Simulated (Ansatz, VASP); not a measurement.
# Two plane-wave programs on NaCl

```xyz
2
Lattice="3.4549 0.0000 0.0000 0.0000 3.4549 0.0000 0.0000 0.0000 3.4549" Properties=species:S:1:pos:R:3 pbc="T T T"
Cl    1.7274    1.7274    1.7274
Na    0.0000    0.0000    0.0000
```

Alike in both runs: task single point; functional r2SCAN; k mesh 8 × 8 × 8; occupations fermi-dirac, width 0.05 eV; no spin polarisation.

```csv
,VASP,Ansatz
version,VASP 6.6.1,Ansatz 0.2.0
potentials or method,"VASP PAW PBE potentials, release 64 (Cl, Na_pv)",Ansatz PAW
plane-wave cutoff (eV),520,500
valence electrons in the cell,14,16
```

|  | VASP | Ansatz | Ansatz less VASP |
| --- | --- | --- | --- |
| gap on the k mesh at the Fermi level (eV) | 4.97 | 4.93 | -0.035 |
| least direct gap on the mesh (eV) | 5.51 | 5.47 | -0.033 |
| pressure (GPa) | -0.2 | 0.1 | +0.30 |

VASP's potentials were made for PBE, not for r2SCAN. VASP's potentials hold 14 valence electrons a cell and Ansatz's 16, so a difference there can come from the potentials and not from the codes.
